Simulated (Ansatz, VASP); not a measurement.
**Mg3CdSe4: VASP beside Ansatz**

Contents of INCAR:

```
PREC = Accurate
ENCUT = 600
EDIFF = 1E-6
ISMEAR = 0
SIGMA = 0.1
LREAL = Auto
LASPH = True
NELM = 80
ALGO = Normal
ISIF = 3
LWAVE = False
LCHARG = False
GGA = PE
IBRION = 2
NSW = 80
EDIFFG = -0.025
```

File KPOINTS:

```
regular mesh
0
Gamma
  2 2 2
```

Contents of POSCAR:

```
Mg3CdSe4
1.0
    0.0879307513     -0.0484212877     -6.8265878005
   -0.0916039946     -7.3674578416     -0.0517070446
   -8.4888071927     -0.1057919190      0.1084406838
Mg Cd Se
6 2 8
Direct
   -0.0110662908      0.6601048431      0.7321438984
   -0.0304401631      0.6521110325      0.2635977118
    0.5233283007      0.8097914322     -0.0126297786
    0.0030035548      0.1600637818      0.5242502422
    0.5383764503      0.3263627411      0.2405063177
    0.4935629740      0.3092014336      0.7601875014
    0.4698961204      0.8784361704      0.5097439985
    0.0430452219      0.1530298729     -0.0098902432
    0.1204408444      0.8459987414      0.4961619549
    0.1254662464      0.8241763459      0.0053033054
    0.6314185028      0.6898847916      0.7832179368
    0.6168667807      0.6838782642      0.2468982817
    0.1238015000      0.3403270565      0.7247848768
    0.1130836594      0.3232331620      0.2381281891
    0.5983308068      0.1574763174      0.0116888332
    0.6408854910      0.1859240134      0.4859069740
```

Input for Ansatz:

```yaml
crystal:
  lattice:
    - [0.0879307513, -0.0484212877, -6.8265878005]
    - [-0.0916039946, -7.3674578416, -0.0517070446]
    - [-8.4888071927, -0.105791919, 0.1084406838]
  atoms:
    - { symbol: Mg, position: [-0.0110662908, 0.6601048431, 0.7321438984] }
    - { symbol: Mg, position: [-0.0304401631, 0.6521110325, 0.2635977118] }
    - { symbol: Mg, position: [0.5233283007, 0.8097914322, -0.0126297786] }
    - { symbol: Mg, position: [0.0030035548, 0.1600637818, 0.5242502422] }
    - { symbol: Mg, position: [0.5383764503, 0.3263627411, 0.2405063177] }
    - { symbol: Mg, position: [0.493562974, 0.3092014336, 0.7601875014] }
    - { symbol: Cd, position: [0.4698961204, 0.8784361704, 0.5097439985] }
    - { symbol: Cd, position: [0.0430452219, 0.1530298729, -0.0098902432] }
    - { symbol: Se, position: [0.1204408444, 0.8459987414, 0.4961619549] }
    - { symbol: Se, position: [0.1254662464, 0.8241763459, 0.0053033054] }
    - { symbol: Se, position: [0.6314185028, 0.6898847916, 0.7832179368] }
    - { symbol: Se, position: [0.6168667807, 0.6838782642, 0.2468982817] }
    - { symbol: Se, position: [0.1238015, 0.3403270565, 0.7247848768] }
    - { symbol: Se, position: [0.1130836594, 0.323233162, 0.2381281891] }
    - { symbol: Se, position: [0.5983308068, 0.1574763174, 0.0116888332] }
    - { symbol: Se, position: [0.640885491, 0.1859240134, 0.485906974] }
basis:
  ecutwfc: 420
kpoints:
  mp_grid: { grid: [2, 2, 2] }
hamiltonian:
  xc: pbe
scf:
  occupations: { method: gaussian, width: 0.1 }
  lower_state_search: "off"
output:
  forces: true
  stress: true
  eigenvalues: true
relax:
  adjacent_minimum: "off"
  f_tol: 0.025
  max_steps: 60
  cell: { stress_tol: 0.25 }
```

Change from the starting cell: cell x1, atoms moved at random (sigma 0.15 Å) and cell strained at random (1.5 %), then relaxed without symmetry.

Alike in both runs: task relaxation of cell and atoms; functional PBE; k mesh 2 × 2 × 2; occupations gaussian, width 0.1 eV; no spin polarisation.

|  | VASP | Ansatz |
| --- | --- | --- |
| version | VASP 6.6.1 | Ansatz 0.2.0 |
| potentials or method | VASP PAW PBE potentials, release 64 (Mg, Cd, Se), cutoff 600 eV | scalar-relativistic, plane waves, PAW |
| valence electrons in the cell | 84 | 228 |

|  | VASP | Ansatz | Ansatz less VASP |
| --- | --- | --- | --- |
| gap on the k mesh at the Fermi level, each at its own relaxed structure (eV) | 2.01 | 2.03 | +0.018 |
| relaxed volume (Å³/atom) | 27.61 | 27.57 | -0.039 |
| relaxed cell length with the largest relative difference (Å) | 8.595 | 8.580 | -0.0151 |

VASP's potentials hold 84 valence electrons a cell and Ansatz's 228, so a difference there can come from the potentials and not from the codes.

The k mesh is coarse, so the values compare programs but aren't converged.
